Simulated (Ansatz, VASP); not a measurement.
# HfO2 in VASP and in Ansatz

Contents of INCAR:

```
SYSTEM = HfO2
PREC = Accurate
ENCUT = 520
EDIFF = 1E-7
ISMEAR = 0
SIGMA = 0.05
LREAL = .FALSE.
LASPH = .TRUE.
NELM = 100
ALGO = Normal
ISIF = 2
LWAVE = .FALSE.
LCHARG = .FALSE.
GGA = PE
NBANDS = 18
```

The input KPOINTS:

```
regular mesh
0
G
  8 8 8
  0 0 0
```

File POSCAR:

```
HfO2
1.0
    0.0000000000      2.7783317897      2.1670987960
    2.7783317897      0.0000000000      2.1670987960
    2.7783317897      2.7783317897      0.0000000000
Hf O
1 2
Direct
    0.0000000000      0.0000000000      0.0000000000
    0.2500000000      0.2500000000      0.2500000000
    0.7500000000      0.7500000000      0.7500000000
```

Input for Ansatz:

```yaml
crystal:
  lattice:
    - [0.0, 2.7783317897, 2.167098796]
    - [2.7783317897, 0.0, 2.167098796]
    - [2.7783317897, 2.7783317897, 0.0]
  atoms:
    - { symbol: Hf, position: [0.0, 0.0, 0.0] }
    - { symbol: O, position: [0.25, 0.25, 0.25] }
    - { symbol: O, position: [0.75, 0.75, 0.75] }
basis:
  ecutwfc: 420
kpoints:
  mp_grid: { grid: [8, 8, 8] }
hamiltonian:
  xc: pbe
scf:
  occupations: { method: gaussian, width: 0.05 }
output:
  forces: true
  stress: true
  eigenvalues: true
```

Alike in both runs: task single point; functional PBE; k mesh 8 × 8 × 8; occupations gaussian, width 0.05 eV; no spin polarisation.

```csv
,VASP,Ansatz
version,VASP 6.6.1,Ansatz 0.2.0
potentials or method,"VASP PAW PBE potentials, release 64 (Hf_pv, O), cutoff 520 eV","scalar-relativistic, plane waves, PAW"
valence electrons in the cell,22,38
```

```csv
,VASP,Ansatz,Ansatz less VASP
gap on the k mesh at the Fermi level (eV),none,none,-
pressure (GPa),-1.4,1.8,+3.22
"traceless stress, the component that is largest in VASP (GPa)",78.17,77.40,-0.770
```

A gap of «none» marks a metal or a gap that the smearing closes. VASP's potentials hold 22 valence electrons a cell and Ansatz's 38, so a difference there can come from the potentials and not from the codes.

Spin-orbit coupling is off throughout.
